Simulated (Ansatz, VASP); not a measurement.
**In2Au in VASP and in Ansatz**

The input INCAR:

```
SYSTEM = In2Au
ALGO = Normal ; EDIFF = 1E-8
ENCUT = 520 ; GGA = CA
ISIF = 2 ; ISMEAR = -1
LASPH = .TRUE. ; LCHARG = .FALSE.
LEFG = .TRUE. ; LREAL = .FALSE.
LWAVE = .FALSE. ; NBANDS = 26
NELM = 60 ; PREC = Accurate
SIGMA = 0.05
```

File KPOINTS:

```
k-points
0
G
  10 10 10
  0 0 0
```

Contents of POSCAR:

```
In2Au
1.0
    0.0000000000      3.2291805506      3.2291805506
    3.2291805506      0.0000000000      3.2291805506
    3.2291805506      3.2291805506      0.0000000000
In Au
2 1
Direct
    0.2500000000      0.2500000000      0.2500000000
    0.7500000000      0.7500000000      0.7500000000
    0.0000000000      0.0000000000      0.0000000000
```

Input for Ansatz:

```yaml
crystal:
  lattice:
    - [0.0, 3.2291805506, 3.2291805506]
    - [3.2291805506, 0.0, 3.2291805506]
    - [3.2291805506, 3.2291805506, 0.0]
  atoms:
    - { symbol: In, position: [0.25, 0.25, 0.25] }
    - { symbol: In, position: [0.75, 0.75, 0.75] }
    - { symbol: Au, position: [0.0, 0.0, 0.0] }
kpoints:
  mp_grid: { grid: [10, 10, 10] }
scf:
  occupations: { method: fermi_dirac, width: 0.05 }
hamiltonian:
  xc: lda
  pseudopotentials: { kind: all_electron, datasets: crystal }
output:
  forces: true
  stress: true
  eigenvalues: true
  efg: { contact_densities: true }
```

Change from the starting cell: volume scaled by 0.98, crystal datasets.

Alike in both runs: task electric field gradients; functional LDA; k mesh 10 × 10 × 10; occupations fermi-dirac, width 0.05 eV; no spin polarisation.

|  | VASP | Ansatz |
| --- | --- | --- |
| version | VASP 6.6.1 | Ansatz 0.2.0 |
| potentials or method | VASP PAW LDA potentials, release 64 (In_d, Au), cutoff 520 eV | all-electron PAW with datasets made for the crystal, scalar-relativistic |

|  | VASP | Ansatz | Ansatz less VASP |
| --- | --- | --- | --- |
| pressure (GPa) | 0.3 | 0.2 | -0.12 |

LDA's correlation is that of Perdew and Zunger in VASP and of Perdew and Wang (1992) in Ansatz. Ansatz ran all-electron here, and VASP with PAW potentials.

Neither program's run includes spin-orbit coupling.
